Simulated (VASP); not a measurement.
Set up this calculation in VASP 6.6.1, as the native input.

```
Task                   : single point
Functional             : LDA
Potentials or basis    : VASP PAW LDA potentials, release 64 (Ti_sv, Al)
Cutoff                 : 520 eV
k mesh                 : 9 × 9 × 5
Occupations            : gaussian, width 0.1 eV
Spin                   : no spin polarisation
Dipole correction      : no
Further INCAR settings : ALGO = Normal; EDIFF = 1e-07; NBANDS = 14
```

The structure of TiAl lies in POSCAR:

```
TiAl
1.0
    2.9417694317      0.0000000000      0.0000000000
   -1.4708847158      2.5476473356      0.0000000000
    0.0000000000      0.0000000000      4.7996456439
Ti Al
1 1
Direct
    0.0000000000      0.0000000000      0.0000000000
    0.3333333333      0.6666666667      0.5000000000
```

The input as run:

INCAR

```
SYSTEM = TiAl
ALGO = Normal
EDIFF = 1E-7
ENCUT = 520
GGA = CA
ISIF = 2
ISMEAR = 0
LASPH = .True.
LCHARG = .False.
LREAL = .False.
LWAVE = .False.
NBANDS = 14
NELM = 60
PREC = Accurate
SIGMA = 0.1
```

KPOINTS

```
k-points
0
Gamma
  9 9 5
  0 0 0
```

Potentials or basis: VASP PAW LDA potentials, release 64 (Ti_sv, Al).

The run is started by

```console
$ cat potpaw_LDA.64/Ti_sv/POTCAR potpaw_LDA.64/Al/POTCAR > POTCAR
$ mpirun -np 1 vasp_std > vasp.out
```

Results of the run:

```json
{"Pressure": "-12.2 GPa"}
```

Run time: 5.8 s on 1 thread of Intel(R) Xeon(R) 6975P-C (Granite Rapids), with other jobs on the host, peak memory 0.14 GiB.
